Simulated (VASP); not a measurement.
Runs of VASP 6.6.1 on GaN. Symmetry: Pm-3m, No. 221, cubic system. Conventional cell: a = 2.696 Å, b = 2.696 Å, c = 2.696 Å, α = 90.00°, β = 90.00°, γ = 90.00°. Ga (site symmetry m-3m) has 8 N at 2.33 Å and 6 Ga at 2.70 Å within 3.1 Å. N (site symmetry m-3m) has 8 Ga at 2.33 Å and 6 N at 2.70 Å within 3.1 Å. 

```tsv
level	spin	k mesh	cutoff (eV)	gap on the mesh (eV)	pressure (GPa)
PBE	non-collinear, zero start, SOC	6 × 6 × 6	600	-	(b)
PBE	off	4 × 4 × 4	600	none	7.9
PBE	off	8 × 8 × 8	600	none	(a)
r2SCAN	off	8 × 8 × 8	660	none	0.9
r2SCAN	off	4 × 4 × 4	660	none	1.3
```

Alike in all rows: task single point; potentials or basis VASP PAW PBE potentials, release 64 (Ga_d, N); cell as given; smearing fermi-dirac 0.02 eV.

Estimate the missing entries.

(a) 8.9; (b) 8.6.

Caveats: some runs use coarse meshes; the structure was generated, so it needn't be the stable form of GaN; the PAW data sets were made with another functional, which shifts forces and pressure a little (at least some runs); the cell stands under pressure (at least some runs).

A k mesh can miss the band edges, and rows without SOC leave out spin-orbit coupling on Ga.

A gap of «none» marks levels without a gap at the run's occupations.
